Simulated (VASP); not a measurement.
## ZrS: single point with PBEsol

The system is ZrS, a wire with vacuum.

```
CELL_PARAMETERS angstrom
13.20000 0.00000 0.00000
0.00000 13.00000 0.00000
0.00000 0.00000 8.94804
ATOMIC_POSITIONS crystal
Zr 0.57989 0.50000 0.00000
Zr 0.42011 0.50000 0.33333
Zr 0.34022 0.35950 0.00000
Zr 0.65978 0.35950 0.33333
Zr 0.50000 0.64050 0.66667
Zr 0.34022 0.64050 0.00000
Zr 0.65978 0.64050 0.33333
Zr 0.50000 0.35950 0.66667
S 0.42011 0.50000 0.83333
S 0.57989 0.50000 0.50000
S 0.50000 0.35950 0.16667
S 0.34022 0.64050 0.50000
S 0.65978 0.64050 0.83333
S 0.50000 0.64050 0.16667
S 0.34022 0.35950 0.50000
S 0.65978 0.35950 0.83333
```

| Property | Result |
| --- | --- |
| Program | VASP 6.6.1 |
| Task | single point |
| Functional | PBEsol |
| Potentials or basis | VASP PAW PBE potentials, release 64 (Zr_sv, S) |
| Cutoff | 520 eV |
| k mesh | 1 × 1 × 6 |
| Occupations | gaussian, width 0.05 eV |
| Spin | no spin polarisation |
| Dipole correction | no |
| Further INCAR settings | LREAL = Auto; ALGO = Normal; EDIFF = 1e-07; NBANDS = 86 |

```yaml
Largest_force: 3.451 eV/Å
Band_gap_on_the_k_mesh: 0.05 eV
```

Forces on the atoms (eV/Å):
```
Zr   0.291  0.000 -1.645
Zr  -0.291  0.000  1.645
Zr   2.276  2.520  0.616
Zr  -2.276  2.520 -0.616
Zr   0.000 -1.945  0.000
Zr   2.276 -2.520  0.616
Zr  -2.276 -2.520 -0.616
Zr   0.000  1.945  0.000
S    0.045  0.000 -0.118
S   -0.045  0.000  0.118
S    0.000 -0.767  0.000
S    1.095 -0.169  0.124
S   -1.095 -0.169 -0.124
S    0.000  0.767  0.000
S    1.095  0.169  0.124
S   -1.095  0.169 -0.124
```

Levels at points of the mesh, in eV from the valence-band top:
```
           k point  band 70  band 71  band 72  band 73  band 74  band 75
(0.00, 0.00, 0.00)    -0.09    -0.05    -0.04     0.10     0.29     0.42
(0.00, 0.00, 0.50)    -0.03     0.00     0.00     0.05     0.18     0.52
```

It took 15 min on 1 thread of Intel(R) Xeon(R) 6975P-C (Granite Rapids), with other jobs on the host, peak memory 1.3 GiB.

Caveat: the PAW data sets were made with another functional, which shifts forces and pressure a little.
